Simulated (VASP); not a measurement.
# SnO in VASP: single point with PBE+D3(BJ)

Aim: the single point of SnO with PBE+D3(BJ).

Program: VASP 6.6.1. These are calculated values, not measurements. Logs are shortened: lines on timing, memory, paths and dates and some standing lists are left out, and cuts for length are marked.

## 1. The cell of the first run

The cell holds a slab with vacuum, 8 atoms: a = 3.820 Å, b = 3.820 Å, c = 22.226 Å, α = 90.00°, β = 90.00°, γ = 90.00°.

## 2. Single point, PBE+D3(BJ) (layers slid over each other)

File INCAR:

```
PREC = Accurate ; ENCUT = 520
EDIFF = 1E-6 ; ISMEAR = 0
SIGMA = 0.05 ; LREAL = False
LASPH = True ; NELM = 120
ALGO = Normal ; ISIF = 2
LWAVE = False ; LCHARG = True
LDIPOL = True ; IDIPOL = 3
DIPOL = 0.5 0.5 0.408 ; GGA = PE
IVDW = 12 ; LELF = True
LVHAR = True ; LVACPOTAV = True
NBANDS = 50 ; GGA_COMPAT = False
NELMDL = -8
```

File KPOINTS:

```
Automatic mesh
0
Gamma
  7 7 1
```

File POSCAR:

```
SnO
1.0
    3.8201708766      0.0000000000      0.0000000000
    0.0000000000      3.8201708766      0.0000000000
    0.0000000000      0.0000000000     22.2260720666
Sn O
4 4
Direct
    0.5000000000      0.0000000000      0.2024649244
    0.0000000000      0.5000000000      0.3087831270
    0.0000000000      0.7500000000      0.5067488308
   -0.5000000000      1.2500000000      0.6130670334
    0.0000000000      0.0000000000      0.2556240257
    0.5000000000      0.5000000000      0.2556240257
   -0.5000000000      0.7500000000      0.5599079321
    0.0000000000      1.2500000000      0.5599079321
```

Potentials or basis: VASP PAW PBE potentials, release 64 (Sn_d, O).

Run with:

```console
> cat potpaw_PBE.64/Sn_d/POTCAR potpaw_PBE.64/O/POTCAR > POTCAR
> mpirun -np 1 vasp_std > vasp.out
```

OUTCAR:

```text
PREC = Accurate
   ENCUT = 520
   EDIFF = 1E-6
   ISMEAR = 0
   LREAL = False
   LASPH = True
   NELM = 120
   ISIF = 2
   GGA = PE
   IVDW = 12
   NELMDL = -8
 IVDW          = 12

 ion  position               nearest neighbor table
   1  0.500  0.000  0.202-   5 2.25   6 2.25   6 2.25   5 2.25   2 3.59   2 3.59   2 3.59   2 3.59

   2  0.000  0.500  0.309-   5 2.25   6 2.25   5 2.25   6 2.25   1 3.59   1 3.59   1 3.59   1 3.59

   3  0.000  0.750  0.507-   7 2.25   8 2.25   8 2.25   7 2.25   4 3.59   4 3.59   4 3.59   4 3.59

   4  0.500  0.250  0.613-   7 2.25   8 2.25   7 2.25   8 2.25   3 3.59   3 3.59   3 3.59   3 3.59

   5  0.000  0.000  0.256-   2 2.25   2 2.25   1 2.25   1 2.25
   6  0.500  0.500  0.256-   2 2.25   2 2.25   1 2.25   1 2.25
   7  0.500  0.750  0.560-   4 2.25   4 2.25   3 2.25   3 2.25
   8  0.000  0.250  0.560-   4 2.25   4 2.25   3 2.25   3 2.25

  LATTYP: Found a simple tetragonal cell.
 ALAT       =     3.8201708766
 C/A-ratio  =     5.8180832179

  Lattice vectors:

 A1 = (   3.8201708766,   0.0000000000,   0.0000000000)
 A2 = (   0.0000000000,   3.8201708766,   0.0000000000)
 A3 = (   0.0000000000,   0.0000000000,  22.2260720666)

Analysis of symmetry for initial positions (statically):
=====================================================================
 Subroutine PRICEL returns:
 Original cell was already a primitive cell.

 Routine SETGRP: Setting up the symmetry group for a
 simple tetragonal supercell.

 Subroutine GETGRP returns: Found  4 space group operations
 (whereof  2 operations were pure point group operations)
 out of a pool of 16 trial point group operations.

The static configuration has the point symmetry C_1h.
 The point group associated with its full space group is C_2h.

Analysis of symmetry for dynamics (positions and initial velocities):
=====================================================================
 Subroutine PRICEL returns:
 Original cell was already a primitive cell.

 Routine SETGRP: Setting up the symmetry group for a
 simple tetragonal supercell.

 Subroutine GETGRP returns: Found  4 space group operations
 (whereof  2 operations were pure point group operations)
 out of a pool of 16 trial point group operations.

The dynamic configuration has the point symmetry C_1h.
 The point group associated with its full space group is C_2h.

 Subroutine INISYM returns: Found  4 space group operations
 (whereof  2 operations are pure point group operations),
 and found     1 'primitive' translations

----------------------------------------------------------------------------------------

                                     Primitive cell

  volume of cell :     324.3608

  direct lattice vectors                    reciprocal lattice vectors
     3.820170877  0.000000000  0.000000000     0.261768395  0.000000000  0.000000000
     0.000000000  3.820170877  0.000000000     0.000000000  0.261768395  0.000000000
     0.000000000  0.000000000 22.226072067     0.000000000  0.000000000  0.044992205

  length of vectors
     3.820170877  3.820170877 22.226072067     0.261768395  0.261768395  0.044992205

  position of ions in fractional coordinates (direct lattice)
     0.500000000  0.000000000  0.202464924
     0.000000000  0.500000000  0.308783127
     0.000000000  0.750000000  0.506748831
     0.500000000  0.250000000  0.613067033
     0.000000000  0.000000000  0.255624026
     0.500000000  0.500000000  0.255624026
     0.500000000  0.750000000  0.559907932
     0.000000000  0.250000000  0.559907932

  ion indices of the primitive-cell ions
   primitive index   ion index
                 1           1
                 2           2
                 3           3
                 4           4
                 5           5
                 6           6
                 7           7
                 8           8

----------------------------------------------------------------------------------------

 KPOINTS: Automatic mesh

Automatic generation of k-mesh.
 Grid dimensions read from file:
 generate k-points for:    7    7    1

 Generating k-lattice:

  Cartesian coordinates                     Fractional coordinates (reciprocal lattice)
     0.037395485  0.000000000  0.000000000     0.142857143  0.000000000  0.000000000
     0.000000000  0.037395485  0.000000000     0.000000000  0.142857143  0.000000000
     0.000000000  0.000000000  0.044992205     0.000000000  0.000000000  1.000000000

  Length of vectors
     0.037395485  0.037395485  0.044992205

  Shift w.r.t. Gamma in fractional coordinates (k-lattice)
     0.000000000  0.000000000  0.000000000

 Subroutine IBZKPT returns following result:
 ===========================================

 Found     16 irreducible k-points:

 Following reciprocal coordinates:
            Coordinates               Weight
  0.000000  0.000000  0.000000      1.000000
  0.142857  0.000000  0.000000      2.000000
  0.000000  0.142857  0.000000      2.000000
  0.285714  0.000000  0.000000      2.000000
  0.000000  0.285714  0.000000      2.000000
  0.428571  0.000000  0.000000      2.000000
[... 8 lines left out ...]
 -0.285714  0.428571  0.000000      4.000000
  0.428571  0.428571  0.000000      4.000000
   k-points           NKPTS =     16   k-points in BZ     NKDIM =     16   number of bands    NBANDS=     50
   number of dos      NEDOS =    301   number of ions     NIONS =      8
   total plane-waves  NPLWV = 131712
   dimension x,y,z NGX =    28 NGY =   28 NGZ =  168
   dimension x,y,z NGXF=    56 NGYF=   56 NGZF=  336
   ions per type =               4   4
   NGX,Y,Z   is equivalent  to a cutoff of  12.19, 12.19, 12.57 a.u.
   NGXF,Y,Z  is equivalent  to a cutoff of  24.37, 24.37, 25.13 a.u.
 SYSTEM =  unknown system
   PREC   = accura    normal or accurate (medium, high low for compatibility)
   ISTART =      0    job   : 0-new  1-cont  2-samecut
   ICHARG =      2    charge: 1-file 2-atom 10-const
   ISPIN  =      1    spin polarized calculation?
   LNONCOLLINEAR =      F non collinear calculations
   LSORBIT =      F    spin-orbit coupling
   LASPH  =      T    aspherical Exc in radial PAW
   ENCUT  =  520.0 eV  38.22 Ry    6.18 a.u.   7.10  7.10 41.33*2*pi/ulx,y,z
   NELM   =    120;   NELMIN=  2; NELMDL= -8     # of ELM steps
   EDIFF  = 0.1E-05   stopping-criterion for ELM
   LREAL  =      F    real-space projection
   EDIFFG = 0.1E-04   stopping-criterion for IOM
   NSW    =      0    number of steps for IOM
   IBRION =     -1    ionic relax: 0-MD 1-quasi-New 2-CG
   NFREE  =      0    steps in history (QN), initial steepest desc. (CG)
   ISIF   =      2    stress and relaxation
   ISYM   =      2    0-nonsym 1-usesym 2-fastsym
   POTIM  = 0.5000    time-step for ionic-motion
   TEBEG  =    0.0;   TEEND  =   0.0 temperature during run
   PSTRESS=    0.0 pullay stress
   NELECT =      80.0000    total number of electrons
   NUPDOWN=      -1.0000    fix difference up-down
   EMIN   =  10.00;   EMAX   =-10.00  energy-range for DOS
   EFERMI =   0.00;   METHOD = LEGACY
   ISMEAR =     0;   SIGMA  =   0.05  broadening in eV -4-tet -1-fermi 0-gaus
   EFERMI_NEDOS =   21; number of points for ismear=-14 and -15
   IALGO  =     38    algorithm
   IMIX   =      4    mixing-type and parameters
     AMIX     =   0.40;   BMIX     =  1.00
     AMIX_MAG =   1.60;   BMIX_MAG =  1.00
  volume/ion in A,a.u.               =      40.55       273.61
  Fermi-wavevector in a.u.,A,eV,Ry     =   1.026665  1.940115 14.341097  1.054041
  Thomas-Fermi vector in A             =   2.160570
   LORBIT       =      0    0 simple, 1 ext, 2 COOP (PROOUT), +10 PAW based schemes
   GGA     = PE    functional components
   LHFCALC =     F    Hartree Fock is set to
   AEXX    =    0.0000 exact exchange contribution
   IVDW    =    12    specifies the selected vdW correction
   LEPSILON=     F    determine dielectric tensor
   LRPA    =     F    only Hartree local field effects (RPA)
 non-spin polarized calculation
 Gauss-broadening in eV      SIGMA  =   0.05
  energy-cutoff  :      520.00
  volume of cell :      324.36
 maximum number of plane-waves:      8769
   NGX = 15   NGY = 15   NGZ = 83

 dipolmoment           0.000000      0.000000      0.000004 electrons x Angstroem

 number of electron      79.9999970 magnetization

 dipolmoment           0.000000      0.000000     -0.000000 electrons x Angstroem

 Free energy of the ion-electron system (eV)
  ---------------------------------------------------
  ext. energy  EPLUGINS =         0.00000000
  ---------------------------------------------------
  free energy    TOTEN  =       -45.15655527 eV

  energy without entropy =      -45.15655527  energy(sigma->0) =      -45.15655527

 E-fermi :   0.0374     XC(G=0):  -5.3389

 val. band max:       -0.2397786383   @ k =   0.1429   0.1429   0.0000
 cond. band min:       2.3308799609   @ k =   0.0000   0.0000   0.0000
 fundamental gap:      2.5706585992
 Fermi energy:         0.0373562185

 k-point     1 :       0.0000    0.0000    0.0000
  band No.  band energies     occupation
      1     -21.0484      2.00000
      2     -21.0484      2.00000
      3     -20.6877      2.00000
      4     -20.6877      2.00000
      5     -20.6502      2.00000
      6     -20.6499      2.00000
[... 42 lines left out ...]
     49       5.2146      0.00000
     50       5.2169      0.00000

 k-point     2 :       0.1429    0.0000    0.0000
  band No.  band energies     occupation
      1     -21.0394      2.00000
      2     -21.0394      2.00000
      3     -20.6884      2.00000
      4     -20.6883      2.00000
      5     -20.6517      2.00000
      6     -20.6516      2.00000
[... 42 lines left out ...]
     49       5.3223      0.00000
     50       5.6123      0.00000

 k-point     3 :       0.0000    0.1429    0.0000
  band No.  band energies     occupation
      1     -21.0394      2.00000
      2     -21.0394      2.00000
      3     -20.6884      2.00000
      4     -20.6883      2.00000
      5     -20.6519      2.00000
      6     -20.6517      2.00000
[... 42 lines left out ...]
     49       5.3935      0.00000
     50       5.4952      0.00000

 k-point     4 :       0.2857    0.0000    0.0000
  band No.  band energies     occupation
      1     -21.0145      2.00000
      2     -21.0144      2.00000
      3     -20.7849      2.00000
      4     -20.7847      2.00000
      5     -20.6560      2.00000
      6     -20.6560      2.00000
[... 575 lines left out ...]
 k-point    15 :      -0.2857    0.4286    0.0000
  band No.  band energies     occupation
      1     -20.9835      2.00000
      2     -20.9834      2.00000
      3     -20.9414      2.00000
      4     -20.9413      2.00000
      5     -20.6528      2.00000
      6     -20.6527      2.00000
[... 42 lines left out ...]
     49       5.7533      0.00000
     50       6.1357      0.00000

 k-point    16 :       0.4286    0.4286    0.0000
  band No.  band energies     occupation
      1     -20.9893      2.00000
      2     -20.9892      2.00000
      3     -20.9754      2.00000
      4     -20.9752      2.00000
      5     -20.6547      2.00000
      6     -20.6546      2.00000
[... 42 lines left out ...]
     49       6.1310      0.00000
     50       6.1823      0.00000

------------------------ aborting loop because EDIFF is reached ----------------------------------------

 Edisp (eV)   -1.22169

 E8    (eV) :    -0.5399

  FORCE on cell =-STRESS in cart. coord.  units (eV):
  Direction    XX          YY          ZZ          XY          YZ          ZX
  --------------------------------------------------------------------------------------
  -------------------------------------------------------------------------------------
  Total       0.17931     0.20670     0.08549     0.00000     0.16512     0.00000
  in kB       0.88570     1.02101     0.42226     0.00000     0.81561     0.00000
  external pressure =        0.78 kB  Pullay stress =        0.00 kB

 VOLUME and BASIS-vectors are now :
 -----------------------------------------------------------------------------
  energy-cutoff  :      520.00
  volume of cell :      324.36
      direct lattice vectors                 reciprocal lattice vectors
     3.820170877  0.000000000  0.000000000     0.261768395  0.000000000  0.000000000
     0.000000000  3.820170877  0.000000000     0.000000000  0.261768395  0.000000000
     0.000000000  0.000000000 22.226072067     0.000000000  0.000000000  0.044992205

 POSITION                                       TOTAL-FORCE (eV/Angst)
 -----------------------------------------------------------------------------------
      1.91009      0.00000      4.50000         0.000000     -0.003094     -0.085192
      0.00000      1.91009      6.86304         0.000000     -0.016561      0.112407
      0.00000      2.86513     11.26304         0.000000      0.016561     -0.112407
      1.91009      0.95504     13.62607         0.000000      0.003094      0.085192
      0.00000      0.00000      5.68152         0.000000     -0.015580      0.002650
      1.91009      1.91009      5.68152         0.000000      0.006077      0.002774
      1.91009      2.86513     12.44455         0.000000     -0.006077     -0.002774
      0.00000      0.95504     12.44455         0.000000      0.015580     -0.002650
 -----------------------------------------------------------------------------------
    total drift:                                0.000000     -0.000000     -0.000002

  FREE ENERGIE OF THE ION-ELECTRON SYSTEM (eV)
  ---------------------------------------------------
  free  energy   TOTEN  =       -46.3782419197 eV

  energy  without entropy=      -46.3782419197  energy(sigma->0) =      -46.37824192

 vacuum level on the upper side and lower side of the slab         4.934         4.934
```

Wall time 8.6 min (1 thread of Oxide Virtual Turin-like, shared host); peak memory 0.43 GiB.

Results:

| Item | Value |
| --- | --- |
| Free energy | -46.3782 eV |
| Largest force | 0.114 eV/Å |
| Band gap on the k mesh | 2.57 eV (least direct gap 2.60 eV) |
| Dispersion energy per atom | -0.153 eV |

Forces on the atoms (eV/Å):
```
Sn   0.000 -0.003 -0.085
Sn   0.000 -0.017  0.112
Sn   0.000  0.017 -0.112
Sn   0.000  0.003  0.085
O    0.000 -0.016  0.003
O    0.000  0.006  0.003
O    0.000 -0.006 -0.003
O    0.000  0.016 -0.003
```

Caveat: the cell differs from its parent crystal (layers slid over each other); spin-orbit coupling is left out, which moves the levels of the heavy elements.
